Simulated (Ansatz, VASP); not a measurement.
## MgO: VASP beside Ansatz

The input POSCAR:

```
MgO
1.0
    0.0000000000      2.0811457413      2.0811457413
    2.0811457413      0.0000000000      2.0811457413
    2.0811457413      2.0811457413      0.0000000000
Mg O
1 1
Direct
    0.0000000000      0.0000000000      0.0000000000
    0.5000000000      0.5000000000      0.5000000000
```

The input INCAR.step1:

```
SYSTEM = MgO
PREC = Accurate
ENCUT = 520
EDIFF = 1E-5
ISMEAR = 0
SIGMA = 0.01
LREAL = .False.
LASPH = .True.
NELM = 80
ALGO = Normal
ISIF = 2
LWAVE = .True.
LCHARG = .False.
GGA = PE
NBANDS = 11
```

Contents of INCAR.step2:

```
SYSTEM = MgO
PREC = Accurate
ENCUT = 520
EDIFF = 1E-7
ISMEAR = 0
SIGMA = 0.01
LREAL = .False.
LASPH = .True.
NELM = 80
ALGO = Normal
ISIF = 2
LWAVE = .False.
LCHARG = .False.
GGA = PE
LHFCALC = .True.
HFSCREEN = 0.2079
PRECFOCK = Normal
ISTART = 1
NBANDS = 11
```

File KPOINTS:

```
regular mesh
0
Gamma
  8 8 8
  0 0 0
```

Input for Ansatz:

```yaml
crystal:
  lattice:
    - [0.0, 2.0811457413, 2.0811457413]
    - [2.0811457413, 0.0, 2.0811457413]
    - [2.0811457413, 2.0811457413, 0.0]
  atoms:
    - { symbol: Mg, position: [0.0, 0.0, 0.0] }
    - { symbol: O, position: [0.5, 0.5, 0.5] }
kpoints:
  mp_grid: { grid: [8, 8, 8] }
  band_path:
    path:
      - [0.0, 0.0, 0.0]
      - [0.5, 0.0, 0.5]
      - [0.625, 0.25, 0.625]
      - [0.375, 0.375, 0.75]
      - [0.5, 0.5, 0.5]
      - [0.5, 0.25, 0.75]
    npoints: 1
hamiltonian:
  xc: hse06
scf:
  occupations: { method: fixed }
  n_extra_bands: 4
output:
  forces: true
  stress: true
  eigenvalues: true
```

Change from the starting cell: hydrostatic strain -1.0%.

Alike in both runs: task single point; functional HSE06; k mesh 8 × 8 × 8; no spin polarisation.

```csv
,VASP,Ansatz
version,VASP 6.6.1,Ansatz 0.2.0
potentials or method,"VASP PAW PBE potentials, release 64 (Mg, O)","plane waves, PAW"
plane-wave cutoff (eV),520,420
occupations,"gaussian, width 0.01 eV",fixed
valence electrons in the cell,8,16
```

```tsv
	VASP	Ansatz	Ansatz less VASP
gap on the k mesh at the Fermi level (eV)	6.82	6.87	+0.046
pressure (GPa)	4.7	5.0	+0.24
```

VASP's potentials hold 8 valence electrons a cell and Ansatz's 16, so a difference there can come from the potentials and not from the codes. Ansatz's warnings: stress exchange threshold loose, stress scf threshold loose.
